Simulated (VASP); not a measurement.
# GaSb (F-43m) in VASP: a series of runs

Aim: see how the results for GaSb move with the level of theory and the settings. Levels: PBEsol, LDA. Tasks: single point, relaxation of cell and atoms.

Program: VASP 6.6.1. These are calculated values, not measurements. Logs are shortened: lines on timing, memory, paths and dates and some standing lists are left out, and cuts for length are marked.

## 1. The cell of the first run

Symmetry: F-43m, No. 216, cubic system. Conventional cell: a = 6.110 Å, b = 6.110 Å, c = 6.110 Å, α = 90.00°, β = 90.00°, γ = 90.00°. Ga (site symmetry -43m) has 4 Sb at 2.65 Å within 3.5 Å. Within 3.5 Å of Sb (site symmetry -43m) lie 4 Ga at 2.65 Å.

## 2. Single point, PBEsol

File INCAR:

```
PREC = Accurate ; ENCUT = 520
EDIFF = 1E-6 ; ISMEAR = 0
SIGMA = 0.1 ; LREAL = False
LASPH = True ; NELM = 100
ALGO = Normal ; ISIF = 2
LWAVE = False ; LCHARG = True
GGA = PS ; LELF = True
LVHAR = True ; NBANDS = 16
```

File KPOINTS:

```
Automatic mesh
0
Gamma
  10 10 10
```

File POSCAR:

```
GaSb
1.0
    0.0000000000      3.0549174080      3.0549174080
    3.0549174080      0.0000000000      3.0549174080
    3.0549174080      3.0549174080      0.0000000000
Ga Sb
1 1
Direct
    1.0000000000      0.0000000000      0.0000000000
    0.2500000000      0.2500000000      0.2500000000
```

Potentials or basis: VASP PAW PBE potentials, release 64 (Ga_d, Sb).

The run is started by

```bash
$ cat potpaw_PBE.64/Ga_d/POTCAR potpaw_PBE.64/Sb/POTCAR > POTCAR
$ mpirun -np 1 vasp_std > vasp.out
```

OUTCAR:

```text
PREC = Accurate
   ENCUT = 520
   EDIFF = 1E-6
   ISMEAR = 0
   LREAL = False
   LASPH = True
   NELM = 100
   ISIF = 2
   GGA = PS

 ion  position               nearest neighbor table
   1  0.000  0.000  0.000-   2 2.65   2 2.65   2 2.65   2 2.65
   2  0.250  0.250  0.250-   1 2.65   1 2.65   1 2.65   1 2.65

  LATTYP: Found a face centered cubic cell.
 ALAT       =     6.1098348160

  Lattice vectors:

 A1 = (   0.0000000000,   3.0549174080,   3.0549174080)
 A2 = (   3.0549174080,   0.0000000000,   3.0549174080)
 A3 = (   3.0549174080,   3.0549174080,   0.0000000000)

Analysis of symmetry for initial positions (statically):
=====================================================================
 Subroutine PRICEL returns:
 Original cell was already a primitive cell.

 Routine SETGRP: Setting up the symmetry group for a
 face centered cubic supercell.

 Subroutine GETGRP returns: Found 24 space group operations
 (whereof 24 operations were pure point group operations)
 out of a pool of 48 trial point group operations.

The static configuration has the point symmetry T_d .

Analysis of symmetry for dynamics (positions and initial velocities):
=====================================================================
 Subroutine PRICEL returns:
 Original cell was already a primitive cell.

 Routine SETGRP: Setting up the symmetry group for a
 face centered cubic supercell.

 Subroutine GETGRP returns: Found 24 space group operations
 (whereof 24 operations were pure point group operations)
 out of a pool of 48 trial point group operations.

The dynamic configuration has the point symmetry T_d .

 Subroutine INISYM returns: Found 24 space group operations
 (whereof 24 operations are pure point group operations),
 and found     1 'primitive' translations

----------------------------------------------------------------------------------------

                                     Primitive cell

  volume of cell :      57.0202

  direct lattice vectors                    reciprocal lattice vectors
     0.000000000  3.054917408  3.054917408    -0.163670546  0.163670546  0.163670546
     3.054917408  0.000000000  3.054917408     0.163670546 -0.163670546  0.163670546
     3.054917408  3.054917408  0.000000000     0.163670546  0.163670546 -0.163670546

  length of vectors
     4.320305630  4.320305630  4.320305630     0.283485701  0.283485701  0.283485701

  position of ions in fractional coordinates (direct lattice)
     0.000000000  0.000000000  0.000000000
     0.250000000  0.250000000  0.250000000

  ion indices of the primitive-cell ions
   primitive index   ion index
                 1           1
                 2           2

----------------------------------------------------------------------------------------

 KPOINTS: Automatic mesh

Automatic generation of k-mesh.
 Grid dimensions read from file:
 generate k-points for:   10   10   10

 Generating k-lattice:

  Cartesian coordinates                     Fractional coordinates (reciprocal lattice)
    -0.016367055  0.016367055  0.016367055     0.100000000  0.000000000  0.000000000
     0.016367055 -0.016367055  0.016367055     0.000000000  0.100000000  0.000000000
     0.016367055  0.016367055 -0.016367055     0.000000000  0.000000000  0.100000000

  Length of vectors
     0.028348570  0.028348570  0.028348570

  Shift w.r.t. Gamma in fractional coordinates (k-lattice)
     0.000000000  0.000000000  0.000000000

 Subroutine IBZKPT returns following result:
 ===========================================

 Found     47 irreducible k-points:

 Following reciprocal coordinates:
            Coordinates               Weight
  0.000000  0.000000  0.000000      1.000000
  0.100000  0.000000  0.000000      8.000000
  0.200000  0.000000  0.000000      8.000000
  0.300000  0.000000  0.000000      8.000000
  0.400000  0.000000  0.000000      8.000000
  0.500000  0.000000  0.000000      4.000000
[... 16 lines left out ...]
  0.300000  0.300000  0.000000      6.000000
  0.400000  0.300000  0.000000     24.000000
 [... further k-points ...]
   k-points           NKPTS =     47   k-points in BZ     NKDIM =     47   number of bands    NBANDS=     16
   number of dos      NEDOS =    301   number of ions     NIONS =      2
   total plane-waves  NPLWV =  32768
   dimension x,y,z NGX =    32 NGY =   32 NGZ =   32
   dimension x,y,z NGXF=    64 NGYF=   64 NGZF=   64
   ions per type =               1   1
   NGX,Y,Z   is equivalent  to a cutoff of  12.31, 12.31, 12.31 a.u.
   NGXF,Y,Z  is equivalent  to a cutoff of  24.63, 24.63, 24.63 a.u.
 SYSTEM =  unknown system
   PREC   = accura    normal or accurate (medium, high low for compatibility)
   ISTART =      0    job   : 0-new  1-cont  2-samecut
   ICHARG =      2    charge: 1-file 2-atom 10-const
   ISPIN  =      1    spin polarized calculation?
   LNONCOLLINEAR =      F non collinear calculations
   LSORBIT =      F    spin-orbit coupling
   LASPH  =      T    aspherical Exc in radial PAW
   ENCUT  =  520.0 eV  38.22 Ry    6.18 a.u.   8.03  8.03  8.03*2*pi/ulx,y,z
   NELM   =    100;   NELMIN=  2; NELMDL= -5     # of ELM steps
   EDIFF  = 0.1E-05   stopping-criterion for ELM
   LREAL  =      F    real-space projection
   EDIFFG = 0.1E-04   stopping-criterion for IOM
   NSW    =      0    number of steps for IOM
   IBRION =     -1    ionic relax: 0-MD 1-quasi-New 2-CG
   NFREE  =      0    steps in history (QN), initial steepest desc. (CG)
   ISIF   =      2    stress and relaxation
   ISYM   =      2    0-nonsym 1-usesym 2-fastsym
   POTIM  = 0.5000    time-step for ionic-motion
   TEBEG  =    0.0;   TEEND  =   0.0 temperature during run
   PSTRESS=    0.0 pullay stress
   NELECT =      18.0000    total number of electrons
   NUPDOWN=      -1.0000    fix difference up-down
   EMIN   =  10.00;   EMAX   =-10.00  energy-range for DOS
   EFERMI =   0.00;   METHOD = LEGACY
   ISMEAR =     0;   SIGMA  =   0.10  broadening in eV -4-tet -1-fermi 0-gaus
   EFERMI_NEDOS =   21; number of points for ismear=-14 and -15
   IALGO  =     38    algorithm
   IMIX   =      4    mixing-type and parameters
     AMIX     =   0.40;   BMIX     =  1.00
     AMIX_MAG =   1.60;   BMIX_MAG =  1.00
  volume/ion in A,a.u.               =      28.51       192.40
[... 31 lines left out ...]
 Fermi energy:         4.8250066870

 k-point     1 :       0.0000    0.0000    0.0000
  band No.  band energies     occupation
      1     -10.2334      2.00000
      2     -10.2334      2.00000
      3     -10.2334      2.00000
      4     -10.1824      2.00000
      5     -10.1824      2.00000
      6      -6.7603      2.00000
[... 8 lines left out ...]
     15      13.3796      0.00000
     16      13.3796      0.00000

 k-point     2 :       0.1000    0.0000    0.0000
  band No.  band energies     occupation
      1     -10.2362      2.00000
      2     -10.2322      2.00000
      3     -10.2322      2.00000
      4     -10.1826      2.00000
      5     -10.1826      2.00000
      6      -6.6567      2.00000
[... 8 lines left out ...]
     15      12.7030      0.00000
     16      12.7030      0.00000

 k-point     3 :       0.2000    0.0000    0.0000
  band No.  band energies     occupation
      1     -10.2436      2.00000
      2     -10.2291      2.00000
      3     -10.2291      2.00000
      4     -10.1828      2.00000
      5     -10.1828      2.00000
      6      -6.3551      2.00000
[... 8 lines left out ...]
     15      12.2675      0.00000
     16      12.2675      0.00000

 k-point     4 :       0.3000    0.0000    0.0000
  band No.  band energies     occupation
      1     -10.2525      2.00000
      2     -10.2257      2.00000
      3     -10.2257      2.00000
      4     -10.1827      2.00000
      5     -10.1827      2.00000
      6      -5.8926      2.00000
[... 8 lines left out ...]
     15      12.5754      0.00000
     16      12.5754      0.00000

 k-point     5 :       0.4000    0.0000    0.0000
  band No.  band energies     occupation
      1     -10.2596      2.00000
      2     -10.2232      2.00000
      3     -10.2232      2.00000
      4     -10.1824      2.00000
      5     -10.1824      2.00000
      6      -5.3811      2.00000
[... 8 lines left out ...]
     15      13.5868      0.00000
     16      13.5868      0.00000

 k-point     6 :       0.5000    0.0000    0.0000
  band No.  band energies     occupation
      1     -10.2623      2.00000
      2     -10.2224      2.00000
      3     -10.2224      2.00000
      4     -10.1821      2.00000
      5     -10.1821      2.00000
      6      -5.1191      2.00000
[... 8 lines left out ...]
     15      14.6404      0.00000
     16      14.6404      0.00000

 k-point     7 :       0.1000    0.1000    0.0000
  band No.  band energies     occupation
      1     -10.2385      2.00000
      2     -10.2310      2.00000
      3     -10.2310      2.00000
      4     -10.1833      2.00000
      5     -10.1820      2.00000
      6      -6.6219      2.00000
[... 8 lines left out ...]
     15      11.8693      0.00000
     16      13.5082      0.00000

 k-point     8 :       0.2000    0.1000    0.0000
  band No.  band energies     occupation
      1     -10.2447      2.00000
      2     -10.2285      2.00000
      3     -10.2280      2.00000
      4     -10.1842      2.00000
      5     -10.1817      2.00000
      6      -6.3852      2.00000
[... 8 lines left out ...]
     15      12.1358      0.00000
     16      13.1657      0.00000

 k-point     9 :       0.3000    0.1000    0.0000
  band No.  band energies     occupation
      1     -10.2525      2.00000
      2     -10.2256      2.00000
      3     -10.2245      2.00000
      4     -10.1847      2.00000
      5     -10.1816      2.00000
      6      -5.9717      2.00000
[... 8 lines left out ...]
     15      12.6390      0.00000
     16      13.2531      0.00000
[... 172 lines left out ...]
 k-point    19 :       0.5000    0.2000    0.0000
  band No.  band energies     occupation
      1     -10.2669      2.00000
      2     -10.2189      2.00000
      3     -10.2171      2.00000
      4     -10.1865      2.00000
      5     -10.1812      2.00000
      6      -4.9246      2.00000
[... 8 lines left out ...]
     15      14.6586      0.00000
     16      14.7340      0.00000

 k-point    20 :      -0.4000    0.2000    0.0000
  band No.  band energies     occupation
      1     -10.2663      2.00000
      2     -10.2192      2.00000
      3     -10.2179      2.00000
      4     -10.1848      2.00000
      5     -10.1826      2.00000
      6      -4.8480      2.00000
[... 8 lines left out ...]
     15      13.1912      0.00000
     16      14.2242      0.00000

 k-point    21 :      -0.3000    0.2000    0.0000
  band No.  band energies     occupation
      1     -10.2623      2.00000
      2     -10.2205      2.00000
      3     -10.2204      2.00000
      4     -10.1839      2.00000
      5     -10.1833      2.00000
      6      -5.2314      2.00000
[... 8 lines left out ...]
     15      13.1598      0.00000
     16      14.7528      0.00000

 k-point    22 :      -0.2000    0.2000    0.0000
  band No.  band energies     occupation
      1     -10.2559      2.00000
      2     -10.2242      2.00000
      3     -10.2225      2.00000
      4     -10.1844      2.00000
      5     -10.1824      2.00000
      6      -5.7286      2.00000
[... 8 lines left out ...]
     15      13.5170      0.00000
     16      14.0553      0.00000

 k-point    23 :       0.3000    0.3000    0.0000
  band No.  band energies     occupation
      1     -10.2653      2.00000
      2     -10.2170      2.00000
      3     -10.2170      2.00000
      4     -10.1900      2.00000
      5     -10.1796      2.00000
      6      -5.5699      2.00000
[... 8 lines left out ...]
     15      14.5381      0.00000
     16      14.7004      0.00000

 k-point    24 :       0.4000    0.3000    0.0000
  band No.  band energies     occupation
      1     -10.2706      2.00000
      2     -10.2144      2.00000
      3     -10.2139      2.00000
      4     -10.1911      2.00000
      5     -10.1793      2.00000
      6      -5.1389      2.00000
[... 8 lines left out ...]
     15      15.1184      0.00000
     16      15.1587      0.00000

 [... further k-points ...]
[... 5 lines left out ...]
  --------------------------------------------------------------------------------------
  -------------------------------------------------------------------------------------
  Total        0.0474467      0.0474467      0.0474467      0.0000000      0.0000000      0.0000000
  in kB        1.3331767      1.3331767      1.3331767      0.0000000      0.0000000      0.0000000
  external PRESSURE =       1.3331767 kB  Pullay stress =       0.0000000 kB

 VOLUME and BASIS-vectors are now :
 -----------------------------------------------------------------------------
  energy-cutoff  :      520.00
  volume of cell :       57.02
      direct lattice vectors                 reciprocal lattice vectors
     0.000000000  3.054917408  3.054917408    -0.163670546  0.163670546  0.163670546
     3.054917408  0.000000000  3.054917408     0.163670546 -0.163670546  0.163670546
     3.054917408  3.054917408  0.000000000     0.163670546  0.163670546 -0.163670546

 POSITION                                       TOTAL-FORCE (eV/Angst)
 -----------------------------------------------------------------------------------
      0.00000      0.00000      0.00000        -0.000000     -0.000000     -0.000000
      1.52746      1.52746      1.52746         0.000000      0.000000      0.000000
 -----------------------------------------------------------------------------------
    total drift:                                0.000000      0.000000      0.000000

  FREE ENERGIE OF THE ION-ELECTRON SYSTEM (eV)
  ---------------------------------------------------
  free  energy   TOTEN  =        -8.1535009740 eV

  energy  without entropy=       -8.1533167412  energy(sigma->0) =       -8.15340886
```

Wall time 40 s (1 thread of Intel Xeon 8259CL, shared host); peak memory 0.2 GiB.

What came out:

```yaml
Free_energy: -8.1535 eV
Pressure: 0.1 GPa
```

Caveat: the PAW data sets were made with another functional, which shifts forces and pressure a little; spin-orbit coupling is left out, which moves the levels of the heavy elements.

## 3. Relaxation of cell and atoms, PBEsol

This run uses another cell than the first one, of 28.62 Å³/atom, 1.004 times its volume.

File INCAR:

```
SYSTEM = GaSb
PREC     = Accurate       ! precision mode
ENCUT    = 600            ! plane-wave cutoff, eV
EDIFF    = 1E-6           ! SCF threshold, eV
ISMEAR   = 0              ! smearing method
SIGMA    = 0.1            ! smearing width, eV
LREAL    = .FALSE.        ! projectors in reciprocal space
LASPH    = .TRUE.         ! aspherical terms in the spheres
NELM     = 60             ! most SCF steps
ALGO     = Normal         ! electronic algorithm
ISIF     = 3              ! what is computed and relaxed
LWAVE    = .FALSE.        ! write WAVECAR
LCHARG   = .FALSE.        ! write CHGCAR
GGA      = PS             ! functional
IBRION   = 2              ! ionic algorithm
NSW      = 70             ! ionic steps
EDIFFG   = -0.005         ! ionic threshold
```

File KPOINTS:

```
Automatic mesh
0
G
  10 10 10
  0 0 0
```

File POSCAR:

```
GaSb
1.0
    0.0000000000      3.0590000000      3.0590000000
    3.0590000000      0.0000000000      3.0590000000
    3.0590000000      3.0590000000      0.0000000000
Ga Sb
1 1
Direct
    0.0000000000      0.0000000000      0.0000000000
    0.2500000000      0.2500000000      0.2500000000
```

Potentials or basis: VASP PAW PBE potentials, release 64 (Ga_d, Sb).

The run is started by

```bash
$ cat potpaw_PBE.64/Ga_d/POTCAR potpaw_PBE.64/Sb/POTCAR > POTCAR
$ mpirun -np 1 vasp_std > vasp.out
```

It took 2.7 min on 1 thread of Intel Xeon 8259CL, shared host; peak memory 0.24 GiB.

Results (log left out):

- Free energy: -8.1535 eV
- Relaxed volume: 28.57 Å³/atom
- Relaxed cell: a = 4.323 Å, b = 4.323 Å, c = 4.323 Å, α = 60.00°, β = 60.00°, γ = 60.00°
- Space group after relaxing (to 0.05 Å): F-43m (No. 216)
- Energy gained by relaxing: 0.0 meV/atom
- Ionic steps: 6
- Pressure after relaxing: 0.0 GPa

Final structure:
```yaml
crystal:
  lattice:
    - [0.00000, 3.05697, 3.05697]
    - [3.05697, 0.00000, 3.05697]
    - [3.05697, 3.05697, 0.00000]
  atoms:
    - { symbol: Ga, position: [0.00000, 0.00000, 0.00000] }
    - { symbol: Sb, position: [0.25000, 0.25000, 0.25000] }
```

Levels at points of the mesh, in eV from the Fermi level:
```csv
k point,band 6,band 7,band 8,band 9,band 10,band 11,band 12,band 13
"(0.00, 0.00, 0.00)",-11.57,-0.05,-0.05,-0.05,-0.04,2.71,2.71,2.71
"(0.50, 0.00, 0.00)",-9.93,-6.45,-1.21,-1.21,0.30,3.67,3.67,6.27
"(0.50, 0.50, 0.00)",-9.10,-6.89,-2.64,-2.64,0.79,1.11,8.63,8.63
```

Caveat: the PAW data sets were made with another functional, which shifts forces and pressure a little; spin-orbit coupling is left out, which moves the levels of the heavy elements.

## 4. Relaxation of cell and atoms, LDA

This run uses another cell than the first one, of 28.62 Å³/atom, 1.004 times its volume.

File INCAR:

```
SYSTEM = GaSb
ALGO = Normal
EDIFF = 1E-6
EDIFFG = -0.005
ENCUT = 600
IBRION = 2
ISIF = 3
ISMEAR = 0
LASPH = .TRUE.
LCHARG = .FALSE.
LREAL = .FALSE.
LWAVE = .FALSE.
NELM = 100
NSW = 70
PREC = Accurate
SIGMA = 0.1
```

File KPOINTS:

```
k-points
0
G
  10 10 10
  0 0 0
```

POSCAR is that of step 3.

Potentials or basis: VASP PAW LDA potentials, release 64 (Ga_d, Sb).

The run is started by

```bash
$ cat potpaw_LDA.64/Ga_d/POTCAR potpaw_LDA.64/Sb/POTCAR > POTCAR
$ mpirun -np 1 vasp_std > vasp.out
```

Run time: 1.9 min. Hardware: 1 thread of Intel Xeon 8259CL, shared host; peak memory 0.21 GiB.

Results (log left out):

```
Free energy                            : -8.6725 eV
Relaxed volume                         : 27.76 Å³/atom
Relaxed cell                           : a = 4.282 Å, b = 4.282 Å, c = 4.282 Å, α = 60.00°, β = 60.00°, γ = 60.00°
Space group after relaxing (to 0.05 Å) : F-43m (No. 216)
Energy gained by relaxing              : 4.4 meV/atom
Ionic steps                            : 3
Pressure after relaxing                : 0.0 GPa
Band gap on the k mesh                 : 0.10 eV, direct
```

Step by step:
| step | energy change (eV) | largest force (eV/Å) | pressure (GPa) | volume (Å³) |
| --- | --- | --- | --- | --- |
| 1 | 0.0000 | 0.0000 | -1.59 | 57.25 |
| 2 | -0.0077 | 0.0000 | 0.59 | 54.93 |
| 3 | -0.0088 | 0.0000 | 0.00 | 55.52 |

Final structure:
```yaml
crystal:
  lattice:
    - [0.00000, 3.02782, 3.02782]
    - [3.02782, 0.00000, 3.02782]
    - [3.02782, 3.02782, 0.00000]
  atoms:
    - { symbol: Ga, position: [0.00000, 0.00000, 0.00000] }
    - { symbol: Sb, position: [0.25000, 0.25000, 0.25000] }
```

Levels at points of the mesh, in eV from the valence-band top:
| k point | band 6 | band 7 | band 8 | band 9 | band 10 | band 11 | band 12 | band 13 |
| --- | --- | --- | --- | --- | --- | --- | --- | --- |
| (0.00, 0.00, 0.00) | -11.73 | 0.00 | 0.00 | 0.00 | 0.10 | 2.74 | 2.74 | 2.74 |
| (0.50, 0.00, 0.00) | -10.03 | -6.56 | -1.20 | -1.20 | 0.36 | 3.71 | 3.71 | 6.29 |
| (0.50, 0.50, 0.00) | -9.16 | -6.99 | -2.69 | -2.69 | 0.80 | 1.11 | 8.78 | 8.78 |

Caveat: spin-orbit coupling is left out, which moves the levels of the heavy elements. Zero-point motion and thermal expansion aren't in these numbers.

## 5. Overview

| task | level | potentials or basis | cell | cutoff (eV) | pressure (GPa) | relaxed volume (Å³/atom) |
| --- | --- | --- | --- | --- | --- | --- |
| single point | PBEsol | VASP PAW PBE potentials, release 64 (Ga_d, Sb) | a = 4.320 Å, angles 60.0°, 2 atoms | 520 | 0.1 | - |
| relaxation of cell and atoms | PBEsol | VASP PAW PBE potentials, release 64 (Ga_d, Sb) | relaxed from a = 4.326 Å, angles 60.0°, 2 atoms | 600 | 0.0 | 28.57 |
| relaxation of cell and atoms | LDA | VASP PAW LDA potentials, release 64 (Ga_d, Sb) | relaxed from a = 4.326 Å, angles 60.0°, 2 atoms | 600 | 0.0 | 27.76 |

Alike in all rows: no spin polarisation; k mesh 10 × 10 × 10; smearing gaussian 0.1 eV.

Caveats: spin-orbit coupling is left out, which moves the levels of the heavy elements; the PAW data sets were made with another functional, which shifts forces and pressure a little (some runs).

Absolute energies hang on the potentials; compare differences alone.
